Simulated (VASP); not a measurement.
## ZrO2 (a.bB): single point with PBEsol

The system is ZrO2 (a.bB).

```
CELL_PARAMETERS angstrom
0.00000 2.53218 2.53218
2.53218 0.00000 2.53218
2.53218 2.53218 0.00000
ATOMIC_POSITIONS crystal
Zr 0.00000 0.00000 0.00000
O 0.25000 0.25000 0.25000
O 0.75000 0.75000 0.75000
```

| Quantity | Value |
| --- | --- |
| Program | VASP 6.6.1 |
| Task | single point |
| Functional | PBEsol |
| Potentials or basis | VASP PAW PBE potentials, release 64 (Zr_sv, O) |
| Cutoff | 600 eV |
| k mesh | 8 × 8 × 8 |
| Occupations | gaussian, width 0.02 eV |
| Spin | no spin polarisation |

```json
{"Pressure": "0.2 GPa", "Band gap on the k mesh": "3.32 eV, indirect (least direct gap 3.76 eV)"}
```

Levels at points of the mesh, in eV from the valence-band top:
| k point | band 10 | band 11 | band 12 | band 13 | band 14 | band 15 |
| --- | --- | --- | --- | --- | --- | --- |
| (0.00, 0.00, 0.00) | -0.55 | -0.55 | -0.55 | 3.32 | 3.32 | 6.48 |
| (0.50, 0.00, 0.00) | -2.52 | -1.67 | -1.67 | 4.00 | 4.00 | 6.23 |
| (0.50, 0.50, 0.00) | -1.55 | -1.55 | 0.00 | 3.76 | 4.78 | 5.96 |

It took 100 s on 1 thread of Intel Xeon 8259CL, on a shared host, peak memory 0.18 GiB.

Caveat: the PAW data sets were made with another functional, which shifts forces and pressure a little. A k mesh can miss the band edges.
